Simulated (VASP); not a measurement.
# Al3Ni5 (Cmmm) in VASP: notebook

The runs below take Al3Ni5 through single point, with PBEsol.

All numbers are computed with VASP 6.6.1; they aren't measurements. Logs are shortened: lines on timing, memory, paths and dates and some standing lists are left out, and cuts for length are marked.

### Step 1. The cell of the first run

It takes space group Cmmm (No. 65, orthorhombic). The conventional cell has a = 6.587 Å, b = 7.384 Å, c = 3.534 Å, α = 90.00°, β = 90.00°, γ = 90.00°. Al (site symmetry mmm) has 8 Ni at 2.30 to 2.47 Å and 4 Al at 2.72 Å within 3.0 Å. Al (site symmetry m2m) has 10 Ni at 2.40 to 2.54 Å and 2 Al at 2.72 Å within 3.2 Å. Within 3.2 Å of Ni (site symmetry mmm) lie 4 Al at 2.40 Å and 8 Ni at 2.47 to 2.54 Å. Ni (site symmetry 2/m) has 6 Al at 2.43 to 2.47 Å and 6 Ni at 2.47 to 2.56 Å within 3.2 Å. Within 3.0 Å of Ni (site symmetry 2mm) lie 6 Al at 2.30 to 2.54 Å and 7 Ni at 2.54 to 2.95 Å.

### Step 2. Single point, PBEsol (strain +0.000 along x and y, -0.050 along z)

File INCAR:

```
SYSTEM = Al3Ni5
PREC = Accurate ; ENCUT = 520
EDIFF = 1E-6 ; ISMEAR = 0
SIGMA = 0.15 ; LREAL = .False.
LASPH = .True. ; NELM = 60
ALGO = Fast ; ISIF = 2
LWAVE = .False. ; LCHARG = .True.
GGA = PS ; LELF = .True.
LVHAR = .True. ; NBANDS = 40
```

File KPOINTS:

```
Automatic mesh
0
Gamma
  8 8 10
  0 0 0
```

File POSCAR:

```
Al3Ni5
1.0
    3.2933322733     -3.6919375996      0.0000000000
    3.2933322733      3.6919375996      0.0000000000
    0.0000000000      0.0000000000      3.5343368404
Al Ni
3 5
Direct
    0.5000000000      0.5000000000      0.0000000000
    0.7796888788      0.2203111212      0.5000000000
    0.2203111212      0.7796888788      0.5000000000
    0.0000000000      0.0000000000      0.0000000000
    0.0000000000      0.5000000000      0.0000000000
    0.5000000000      0.0000000000      0.0000000000
    0.2762373070      0.2762373070      0.5000000000
    0.7237626930      0.7237626930      0.5000000000
```

Potentials or basis: VASP PAW PBE potentials, release 64 (Al, Ni).

On the command line:

```bash
$ cat potpaw_PBE.64/Al/POTCAR potpaw_PBE.64/Ni/POTCAR > POTCAR
$ mpirun -np 1 vasp_std > vasp.out
```

OUTCAR:

```text
SYSTEM = Al3Ni5
   PREC = Accurate
   ENCUT = 520
   EDIFF = 1E-6
   ISMEAR = 0
   LREAL = .False.
   LASPH = .True.
   NELM = 60
   ISIF = 2
   GGA = PS

 ion  position               nearest neighbor table
   1  0.500  0.500  0.000-   7 2.30   8 2.30   7 2.30   8 2.30   5 2.47   6 2.47   6 2.47   5 2.47
                             2 2.72   3 2.72   2 2.72   3 2.72
   2  0.780  0.220  0.500-   4 2.40   4 2.40   6 2.43   5 2.43   5 2.43   6 2.43   8 2.44   7 2.44
                             8 2.54   7 2.54   1 2.72   1 2.72   3 3.25   3 3.32   3 3.32
   3  0.220  0.780  0.500-   4 2.40   4 2.40   6 2.43   5 2.43   5 2.43   6 2.43   8 2.44   7 2.44
                             8 2.54   7 2.54   1 2.72   1 2.72   2 3.25   2 3.32   2 3.32
   4  0.000  0.000  0.000-   2 2.40   3 2.40   2 2.40   3 2.40   5 2.47   6 2.47   5 2.47   6 2.47
                             7 2.54   8 2.54   7 2.54   8 2.54
   5  0.000  0.500  0.000-   2 2.43   3 2.43   2 2.43   3 2.43   1 2.47   4 2.47   4 2.47   1 2.47
                             7 2.56   8 2.56   7 2.56   8 2.56
   6  0.500  0.000  0.000-   2 2.43   3 2.43   2 2.43   3 2.43   1 2.47   4 2.47   1 2.47   4 2.47
                             7 2.56   8 2.56   7 2.56   8 2.56
   7  0.276  0.276  0.500-   1 2.30   1 2.30   3 2.44   2 2.44   4 2.54   4 2.54   2 2.54   3 2.54
                             5 2.56   6 2.56   5 2.56   6 2.56   8 2.95
   8  0.724  0.724  0.500-   1 2.30   1 2.30   3 2.44   2 2.44   4 2.54   4 2.54   2 2.54   3 2.54
                             5 2.56   6 2.56   5 2.56   6 2.56   7 2.95

  LATTYP: Found a base centered orthorhombic cell.
 ALAT       =     6.5866645466
 B/A-ratio  =     1.1210340449
 C/A-ratio  =     0.5365897740

  Lattice vectors:

 A1 = (   3.2933322733,  -3.6919375996,   0.0000000000)
 A2 = (   3.2933322733,   3.6919375996,   0.0000000000)
 A3 = (   0.0000000000,   0.0000000000,   3.5343368404)

Analysis of symmetry for initial positions (statically):
=====================================================================
 Subroutine PRICEL returns:
 Original cell was already a primitive cell.

 Routine SETGRP: Setting up the symmetry group for a
 base centered orthorhombic supercell.

 Subroutine GETGRP returns: Found  8 space group operations
 (whereof  8 operations were pure point group operations)
 out of a pool of  8 trial point group operations.

The static configuration has the point symmetry D_2h.

Analysis of symmetry for dynamics (positions and initial velocities):
=====================================================================
 Subroutine PRICEL returns:
 Original cell was already a primitive cell.

 Routine SETGRP: Setting up the symmetry group for a
 base centered orthorhombic supercell.

 Subroutine GETGRP returns: Found  8 space group operations
 (whereof  8 operations were pure point group operations)
 out of a pool of  8 trial point group operations.

The dynamic configuration has the point symmetry D_2h.

 Subroutine INISYM returns: Found  8 space group operations
 (whereof  8 operations are pure point group operations),
 and found     1 'primitive' translations

----------------------------------------------------------------------------------------

                                     Primitive cell

  volume of cell :      85.9464

  direct lattice vectors                    reciprocal lattice vectors
     3.293332273 -3.691937600  0.000000000     0.151821911 -0.135430241  0.000000000
     3.293332273  3.691937600  0.000000000     0.151821911  0.135430241  0.000000000
     0.000000000  0.000000000  3.534336840     0.000000000  0.000000000  0.282938510

  length of vectors
     4.947367047  4.947367047  3.534336840     0.203448379  0.203448379  0.282938510

  position of ions in fractional coordinates (direct lattice)
     0.500000000  0.500000000  0.000000000
     0.779688879  0.220311121  0.500000000
     0.220311121  0.779688879  0.500000000
     0.000000000  0.000000000  0.000000000
     0.000000000  0.500000000  0.000000000
     0.500000000  0.000000000  0.000000000
     0.276237307  0.276237307  0.500000000
     0.723762693  0.723762693  0.500000000

  ion indices of the primitive-cell ions
   primitive index   ion index
                 1           1
                 2           2
                 3           3
                 4           4
                 5           5
                 6           6
                 7           7
                 8           8

----------------------------------------------------------------------------------------

 KPOINTS: Automatic mesh

Automatic generation of k-mesh.
 Grid dimensions read from file:
 generate k-points for:    8    8   10

 Generating k-lattice:

  Cartesian coordinates                     Fractional coordinates (reciprocal lattice)
     0.018977739 -0.016928780  0.000000000     0.125000000  0.000000000  0.000000000
     0.018977739  0.016928780  0.000000000     0.000000000  0.125000000  0.000000000
     0.000000000  0.000000000  0.028293851     0.000000000  0.000000000  0.100000000

  Length of vectors
     0.025431047  0.025431047  0.028293851

  Shift w.r.t. Gamma in fractional coordinates (k-lattice)
     0.000000000  0.000000000  0.000000000

 Subroutine IBZKPT returns following result:
 ===========================================

 Found    126 irreducible k-points:

 Following reciprocal coordinates:
            Coordinates               Weight
  0.000000  0.000000  0.000000      1.000000
  0.125000 -0.000000  0.000000      4.000000
  0.250000 -0.000000  0.000000      4.000000
  0.375000  0.000000  0.000000      4.000000
  0.500000 -0.000000  0.000000      2.000000
  0.125000  0.125000  0.000000      2.000000
[... 16 lines left out ...]
  0.125000 -0.000000  0.100000      8.000000
  0.250000 -0.000000  0.100000      8.000000
 [... further k-points ...]
   k-points           NKPTS =    126   k-points in BZ     NKDIM =    126   number of bands    NBANDS=     40
   number of dos      NEDOS =    301   number of ions     NIONS =      8
   total plane-waves  NPLWV =  44800
   dimension x,y,z NGX =    40 NGY =   40 NGZ =   28
   dimension x,y,z NGXF=    80 NGYF=   80 NGZF=   56
   ions per type =               3   5
   NGX,Y,Z   is equivalent  to a cutoff of  13.44, 13.44, 13.17 a.u.
   NGXF,Y,Z  is equivalent  to a cutoff of  26.88, 26.88, 26.34 a.u.
 SYSTEM =  Al3Ni5
   PREC   = accura    normal or accurate (medium, high low for compatibility)
   ISTART =      0    job   : 0-new  1-cont  2-samecut
   ICHARG =      2    charge: 1-file 2-atom 10-const
   ISPIN  =      1    spin polarized calculation?
   LNONCOLLINEAR =      F non collinear calculations
   LSORBIT =      F    spin-orbit coupling
   LASPH  =      T    aspherical Exc in radial PAW
   ENCUT  =  520.0 eV  38.22 Ry    6.18 a.u.   9.20  9.20  6.57*2*pi/ulx,y,z
   NELM   =     60;   NELMIN=  2; NELMDL= -5     # of ELM steps
   EDIFF  = 0.1E-05   stopping-criterion for ELM
   LREAL  =      F    real-space projection
   EDIFFG = 0.1E-04   stopping-criterion for IOM
   NSW    =      0    number of steps for IOM
   IBRION =     -1    ionic relax: 0-MD 1-quasi-New 2-CG
   NFREE  =      0    steps in history (QN), initial steepest desc. (CG)
   ISIF   =      2    stress and relaxation
   ISYM   =      2    0-nonsym 1-usesym 2-fastsym
   POTIM  = 0.5000    time-step for ionic-motion
   TEBEG  =    0.0;   TEEND  =   0.0 temperature during run
   PSTRESS=    0.0 pullay stress
   NELECT =      59.0000    total number of electrons
   NUPDOWN=      -1.0000    fix difference up-down
   EMIN   =  10.00;   EMAX   =-10.00  energy-range for DOS
   EFERMI =   0.00;   METHOD = LEGACY
   ISMEAR =     0;   SIGMA  =   0.15  broadening in eV -4-tet -1-fermi 0-gaus
   EFERMI_NEDOS =   21; number of points for ismear=-14 and -15
   IALGO  =     68    algorithm
   IMIX   =      4    mixing-type and parameters
     AMIX     =   0.40;   BMIX     =  1.00
     AMIX_MAG =   1.60;   BMIX_MAG =  1.00
  volume/ion in A,a.u.               =      10.74        72.50
  Fermi-wavevector in a.u.,A,eV,Ry     =   1.444163  2.729072 28.376404  2.085607
  Thomas-Fermi vector in A             =   2.562489
   LORBIT       =      0    0 simple, 1 ext, 2 COOP (PROOUT), +10 PAW based schemes
   GGA     = PS    functional components
   LHFCALC =     F    Hartree Fock is set to
   AEXX    =    0.0000 exact exchange contribution
   IVDW    =     0    specifies the selected vdW correction
   LEPSILON=     F    determine dielectric tensor
   LRPA    =     F    only Hartree local field effects (RPA)
 non-spin polarized calculation
 RMM-DIIS sequential band-by-band and
 Gauss-broadening in eV      SIGMA  =   0.15
  energy-cutoff  :      520.00
  volume of cell :       85.95
 maximum number of plane-waves:      2334
 NGX is ok and might be reduce to    40
   NGX = 19   NGY = 19   NGZ = 13

 number of electron      59.0000007 magnetization

 Free energy of the ion-electron system (eV)
  ---------------------------------------------------
  ext. energy  EPLUGINS =         0.00000000
  ---------------------------------------------------
  free energy    TOTEN  =       -47.39783549 eV

  energy without entropy =      -47.36081936  energy(sigma->0) =      -47.37932742

 E-fermi :  10.7977     XC(G=0): -12.8933

 val. band max:       10.7939208466   @ k =   0.0000   0.0000   0.1000
 cond. band min:      10.7990738277   @ k =   0.3750   0.3750   0.4000
 fundamental gap:      0.0051529811
 Fermi energy:        10.7976755453

 k-point     1 :       0.0000    0.0000    0.0000
  band No.  band energies     occupation
      1      -0.4743      2.00000
      2       4.2938      2.00000
      3       4.4711      2.00000
      4       5.3398      2.00000
      5       6.0314      2.00000
      6       6.1180      2.00000
[... 32 lines left out ...]
     39      18.3042      0.00000
     40      18.5086      0.00000

 k-point     2 :       0.1250   -0.0000    0.0000
  band No.  band energies     occupation
      1      -0.3757      2.00000
      2       3.7325      2.00000
      3       4.6629      2.00000
      4       5.3705      2.00000
      5       5.9645      2.00000
      6       6.3715      2.00000
[... 935 lines left out ...]
     39      18.1445      0.00000
     40      18.8769      0.00000

 k-point    24 :       0.2500   -0.0000    0.1000
  band No.  band energies     occupation
      1       0.0377      2.00000
      2       2.9318      2.00000
      3       4.9124      2.00000
      4       5.5381      2.00000
      5       6.0426      2.00000
      6       6.4808      2.00000
[... 32 lines left out ...]
     39      18.6461      0.00000
     40      18.9496      0.00000

 [... further k-points ...]
[... 5 lines left out ...]
  --------------------------------------------------------------------------------------
  -------------------------------------------------------------------------------------
  Total        5.1276125      3.9235250      8.9634726     -0.0000000      0.0000000      0.0000000
  in kB       95.5868043     73.1407095    167.0933019     -0.0000000      0.0000000      0.0000000
  external PRESSURE =     111.9402719 kB  Pullay stress =       0.0000000 kB

 VOLUME and BASIS-vectors are now :
 -----------------------------------------------------------------------------
  energy-cutoff  :      520.00
  volume of cell :       85.95
      direct lattice vectors                 reciprocal lattice vectors
     3.293332273 -3.691937600  0.000000000     0.151821911 -0.135430241  0.000000000
     3.293332273  3.691937600  0.000000000     0.151821911  0.135430241  0.000000000
     0.000000000  0.000000000  3.534336840     0.000000000  0.000000000  0.282938510

 POSITION                                       TOTAL-FORCE (eV/Angst)
 -----------------------------------------------------------------------------------
      3.29333      0.00000      0.00000         0.000000     -0.000000      0.000000
      3.29333     -2.06519      1.76717         0.000000      0.072051      0.000000
      3.29333      2.06519      1.76717         0.000000     -0.072051      0.000000
      0.00000      0.00000      0.00000         0.000000     -0.000000      0.000000
      1.64667      1.84597      0.00000         0.000000     -0.000000      0.000000
      1.64667     -1.84597      0.00000         0.000000     -0.000000      0.000000
      1.81948      0.00000      1.76717        -0.274751     -0.000000      0.000000
      4.76718      0.00000      1.76717         0.274751     -0.000000      0.000000
 -----------------------------------------------------------------------------------
    total drift:                               -0.000000      0.000000      0.000000

  FREE ENERGIE OF THE ION-ELECTRON SYSTEM (eV)
  ---------------------------------------------------
  free  energy   TOTEN  =       -47.3978354881 eV

  energy  without entropy=      -47.3608193610  energy(sigma->0) =      -47.37932742
```

Run time: 7.9 min. Hardware: 1 thread of Intel Xeon 6975P-C, shared host; peak memory 0.44 GiB.

Results:

| Quantity | Value |
| --- | --- |
| Free energy | -47.3978 eV |
| Pressure | 11.2 GPa |
| Largest force | 0.275 eV/Å |

Forces in eV/Å, atoms in the order of the input:
```
Al   0.000  0.000  0.000
Al   0.000  0.072  0.000
Al   0.000 -0.072  0.000
Ni   0.000  0.000  0.000
Ni   0.000  0.000  0.000
Ni   0.000  0.000  0.000
Ni  -0.275  0.000  0.000
Ni   0.275  0.000  0.000
```

Levels at points of the mesh, in eV from the Fermi level:
```tsv
k point	band 26	band 27	band 28	band 29	band 30	band 31	band 32	band 33
(0.00, 0.00, 0.00)	-1.02	-1.01	-0.81	-0.53	-0.36	0.04	0.34	1.61
(0.50, 0.00, 0.00)	-1.16	-1.09	-0.81	-0.46	-0.42	0.99	2.52	2.73
(0.50, 0.50, 0.00)	-1.23	-1.12	-1.06	-0.53	3.21	3.69	3.75	3.80
(0.00, 0.00, 0.50)	-1.61	-1.43	-1.24	-0.83	-0.74	-0.42	2.24	2.73
(0.50, 0.00, 0.50)	-1.36	-1.33	-1.27	-0.63	0.71	0.90	1.02	1.04
(0.50, 0.50, 0.50)	-1.45	-1.42	-1.35	-1.15	-0.14	-0.12	0.20	0.24
```

Caveat: the cell differs from its parent crystal (strain +0.000 along x and y, -0.050 along z); the PAW data sets were made with another functional, which shifts forces and pressure a little.

(Continued in part 2 of 2.)
